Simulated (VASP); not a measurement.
Wanted: the native input for a VASP 6.6.1 run.

```
Task                   : single point
Functional             : PBE
Potentials or basis    : VASP PAW PBE potentials, release 64 (B, As)
Cutoff                 : 520 eV
k mesh                 : 10 × 10 × 10
Occupations            : gaussian, width 0.01 eV
Spin                   : no spin polarisation
Dipole correction      : no
Further INCAR settings : ALGO = Normal; EDIFF = 1e-06; NBANDS = 11
```

The structure of BAs lies in POSCAR:

```
BAs
1.0
    0.0000000000      2.3918676074      2.3918676074
    2.3918676074      0.0000000000      2.3918676074
    2.3918676074      2.3918676074      0.0000000000
B As
1 1
Direct
    0.0000000000      0.0000000000      0.0000000000
    0.2500000000      0.2500000000      0.2500000000
```

The input as run:

INCAR

```
SYSTEM = BAs
PREC = Accurate ; ENCUT = 520
EDIFF = 1E-6 ; ISMEAR = 0
SIGMA = 0.01 ; LREAL = .False.
LASPH = .True. ; NELM = 80
ALGO = Normal ; ISIF = 2
LWAVE = .False. ; LCHARG = .False.
GGA = PE ; NBANDS = 11
```

KPOINTS

```
regular mesh
0
Gamma
  10 10 10
  0 0 0
```

Potentials or basis: VASP PAW PBE potentials, release 64 (B, As).

Command:

```sh
$ cat potpaw_PBE.64/B/POTCAR potpaw_PBE.64/As/POTCAR > POTCAR
$ mpirun -np 1 vasp_std > vasp.out
```

It gave:

* Pressure: 2.8 GPa
* Band gap on the k mesh: 1.18 eV, indirect (least direct gap 3.27 eV)

Run time: 26 s on 1 thread of Intel(R) Xeon(R) Platinum 8259CL CPU @ 2.50GHz (Skylake/Cascade Lake), with other jobs on the host, peak memory 0.16 GiB.
